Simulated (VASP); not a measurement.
# Au: single point with PBEsol

Au:

```
Au
1.0
     2.83414    0.00000    0.00000
    -0.01304    2.83886    0.00000
    -1.14543   -1.19326    4.95662
Au
2
Direct
  0.67286 0.66596 0.27405
  0.32714 0.33404 0.72594
```

This cell differs from its parent crystal: volume scaled by 1.02.

| Property | Result |
| --- | --- |
| Program | VASP 6.6.1 |
| Task | single point |
| Functional | PBEsol |
| Potentials or basis | VASP PAW PBE potentials, release 64 (Au) |
| Cutoff | 520 eV |
| k mesh | 10 × 10 × 6 |
| Occupations | fermi-dirac, width 0.05 eV |
| Spin | no spin polarisation |
| Dipole correction | no |
| Further INCAR settings | ALGO = Fast; EDIFF = 1e-06; NBANDS = 18 |

* Pressure: -10.0 GPa
* Largest force: 0.148 eV/Å
* Band gap on the k mesh: zero (band 11 reaches 10.07 eV, above the bottom of band 12 at 5.11 eV)

Forces on the atoms (eV/Å):
```
Au   0.019  0.017  0.146
Au  -0.019 -0.017 -0.146
```

Stress tensor (GPa, compression positive):
```
-10.53   0.21   0.41
  0.21 -10.73   0.31
  0.41   0.31  -8.75
```

Levels at points of the mesh, in eV from the Fermi level:
| k point | band 9 | band 10 | band 11 | band 12 | band 13 | band 14 |
| --- | --- | --- | --- | --- | --- | --- |
| (0.00, 0.00, 0.00) | -2.18 | -1.95 | -1.58 | 0.06 | 2.62 | 13.85 |
| (0.50, 0.00, 0.00) | -2.23 | -1.75 | 0.46 | 1.10 | 2.80 | 5.40 |
| (0.00, 0.50, 0.00) | -2.21 | -1.79 | 0.41 | 1.10 | 2.66 | 5.36 |
| (0.50, 0.50, 0.00) | -0.81 | -0.80 | 2.72 | 4.58 | 5.83 | 6.56 |
| (0.00, 0.00, 0.50) | -1.90 | -1.68 | -1.57 | -1.53 | 9.22 | 11.34 |
| (0.50, 0.00, 0.50) | -1.95 | -1.92 | 0.05 | 1.33 | 1.65 | 4.79 |
| (0.00, 0.50, 0.50) | -1.98 | -1.93 | 0.09 | 1.35 | 1.64 | 4.82 |
| (0.50, 0.50, 0.50) | -0.82 | -0.79 | 3.04 | 5.19 | 5.40 | 6.53 |

Wall time 60 s on 1 thread of Intel(R) Xeon(R) 6975P-C (Granite Rapids), on a shared host, peak memory 0.29 GiB.

Caveat: the PAW data sets were made with another functional, which shifts forces and pressure a little; spin-orbit coupling is left out, which moves the levels of the heavy elements.
